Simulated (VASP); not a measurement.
A run of VASP 6.6.1:

File INCAR:

```
PREC     = Accurate       # precision mode
ENCUT    = 520            # plane-wave cutoff, eV
EDIFF    = 1E-6           # SCF threshold, eV
ISMEAR   = -1             # smearing method
SIGMA    = 0.05           # smearing width, eV
LREAL    = False          # projectors in reciprocal space
LASPH    = True           # aspherical terms in the spheres
NELM     = 60             # most SCF steps
ALGO     = Normal         # electronic algorithm
ISIF     = 2              # what is computed and relaxed
LWAVE    = False          # write WAVECAR
LCHARG   = True           # write CHGCAR
GGA      = PE             # functional
IVDW     = 13             # dispersion correction
LELF     = True           # ELF
LVHAR    = True         
NBANDS   = 18             # bands
```

Contents of KPOINTS:

```
Automatic mesh
0
Gamma
  11 11 11
```

The input POSCAR:

```
Cu
1.0
    1.2186442883     -3.9602599966      0.0000000000
    1.2186442883      3.9602599966      0.0000000000
    0.0000000000      0.0000000000      2.4821944883
Cu
2
Direct
    0.8664492212      0.1335507788      0.7500000000
    0.1335507788      0.8664492212      0.2500000000
```

Potentials or basis: VASP PAW PBE potentials, release 64 (Cu).

Command:

```sh
$ cat potpaw_PBE.64/Cu/POTCAR > POTCAR
$ mpirun -np 1 vasp_std > vasp.out
```

Hardware: 1 thread of Intel(R) Xeon(R) Platinum 8488C (Sapphire Rapids), on a shared host.

Problem. How long does it take, and how much memory?

Solution. Run time: 41 s on 1 thread of Intel(R) Xeon(R) Platinum 8488C (Sapphire Rapids), with other jobs on the host, peak memory 0.21 GiB. Counts: scf iterations 13, k points 216.
